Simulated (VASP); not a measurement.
# HfO2: single point with PBE

HfO2:

```xyz
15
Lattice="5.8587 0.1288 -0.1764 0.1288 5.4147 -0.0180 -0.1764 -0.0180 5.7582" Properties=species:S:1:pos:R:3 pbc="T T T"
Hf    4.9762    3.7807    1.3291
Hf    4.8719    1.3438    4.6908
Hf    1.9218    1.9491    3.4505
Hf    1.9896    5.1085    0.5226
Hf    3.3330    4.3275    3.5757
O     0.5249    2.6509    2.3456
O     0.9900    1.2315    5.0098
O     2.1374    5.5999    2.5833
O     4.8281    3.2940    5.1409
O     5.9053    5.4513    0.5334
O     3.2698    0.3789    5.2213
O     2.9915    3.6599    1.5718
O     3.8942    2.3889    3.1642
O     4.9434    5.1699    3.0070
O     1.9159    3.7412    4.7941
```

- Program: VASP 6.6.1
- Task: single point
- Functional: PBE
- Potentials or basis: VASP PAW PBE potentials, release 64 (Hf_pv, O)
- Cutoff: 520 eV
- k mesh: 1 × 1 × 1
- Occupations: fermi-dirac, width 0.05 eV
- Spin: no spin polarisation

```json
{
  "Pressure": "20.4 GPa",
  "Largest force": "2.219 eV/Å",
  "Band gap on the k mesh": "3.80 eV"
}
```

Forces in eV/Å, atoms in the order of the input:
```
Hf   1.227  0.553 -0.303
Hf   1.368 -0.077 -0.593
Hf  -1.273  0.116 -1.005
Hf  -0.493  0.944 -0.244
Hf   0.515  0.155  0.697
O    0.215 -0.315 -0.178
O   -0.134 -0.230 -0.005
O   -0.387  0.651 -0.365
O   -0.540 -0.780  1.300
O   -0.863 -0.346 -0.127
O   -0.285  0.107  0.330
O    0.311  0.069 -0.593
O   -0.367 -1.343  0.186
O    1.467  1.626  0.362
O   -0.763 -1.129  0.538
```

Stress tensor (GPa, compression positive):
```
32.93  3.46 -3.23
 3.46 18.77 -0.85
-3.23 -0.85  9.47
```

Levels at points of the mesh, in eV from the valence-band top:
```
           k point  band 52  band 53  band 54  band 55  band 56  band 57  band 58  band 59
(0.00, 0.00, 0.00)    -0.67    -0.55    -0.16     0.00     3.80     4.12     4.38     5.11
```

It took 93 s on 1 thread of AMD EPYC 7R13 (shared host), peak memory 0.24 GiB.

Caveat: the k points lie up to 1.16 Å⁻¹ apart; spin-orbit coupling is left out, which moves the levels of the heavy elements.
